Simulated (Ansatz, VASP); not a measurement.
# C: VASP beside Ansatz

```
CELL_PARAMETERS angstrom
0.00000 1.89379 1.64217
1.76136 0.00000 1.64217
1.76136 1.89379 0.00000
ATOMIC_POSITIONS crystal
C 0.50000 0.50000 0.50000
C 0.75000 0.75000 0.75000
```

Change from the starting cell: strain +e along x and -e along y -0.0375, strain +e along z and -e/2 along x and y -0.0700.

Alike in both runs: task single point; functional LDA; k mesh 12 × 12 × 12; occupations gaussian, width 0.05 eV; no spin polarisation.

|  | VASP | Ansatz |
| --- | --- | --- |
| version | VASP 6.6.1 | Ansatz 0.2.0 |
| potentials or method | VASP PAW LDA potentials, release 64 (C_h), cutoff 910 eV | scalar-relativistic, plane waves, PAW |
| valence electrons in the cell | 8 | 8 |

|  | VASP | Ansatz | Ansatz less VASP |
| --- | --- | --- | --- |
| gap on the k mesh at the Fermi level (eV) | 1.56 | 1.57 | +0.009 |
| least direct gap on the mesh (eV) | 3.90 | 3.90 | -0.002 |

Ansatz warns that its potentials were made for another functional, while VASP's fit it. LDA's correlation is that of Perdew and Zunger in VASP and of Perdew and Wang (1992) in Ansatz.

Noted on VASP's run: the cutoff is short for stress, so the pressure is rough.
